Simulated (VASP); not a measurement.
Here is a VASP 6.6.1 calculation.

File INCAR:

```
  PREC = Accurate
  ENCUT = 520
  EDIFF = 1E-7
  ISMEAR = 0
  SIGMA = 0.01
  LREAL = F
  LASPH = T
  NELM = 60
  ALGO = Normal
  ISIF = 2
  LWAVE = F
  LCHARG = F
  GGA = PS
  NBANDS = 16
```

KPOINTS

```
Automatic mesh
0
Gamma
  8 8 8
```

Contents of POSCAR:

```
GaAs
1.0
    2.8574387613      2.8574387613      0.0000000000
   -2.8574387613      2.8574387613      0.0000000000
    0.0000000000      2.8574387613      2.8121724047
Ga As
1 1
Direct
    0.0000000000      0.0000000000      0.0000000000
    0.7500000000      0.2500000000      0.5000000000
```

Potentials or basis: VASP PAW PBE potentials, release 64 (Ga_d, As).

Run with:

```sh
$ cat potpaw_PBE.64/Ga_d/POTCAR potpaw_PBE.64/As/POTCAR > POTCAR
$ mpirun -np 1 vasp_std > vasp.out
```

(1) What does it give for the pressure?

(2) Estimate the band gap on the k mesh.

Results:

(1) -0.8 GPa.

(2) 0.27 eV, direct.

Caveat: the cell differs from its parent crystal (in-plane strain +0.01); the PAW data sets were made with another functional, which shifts forces and pressure a little.
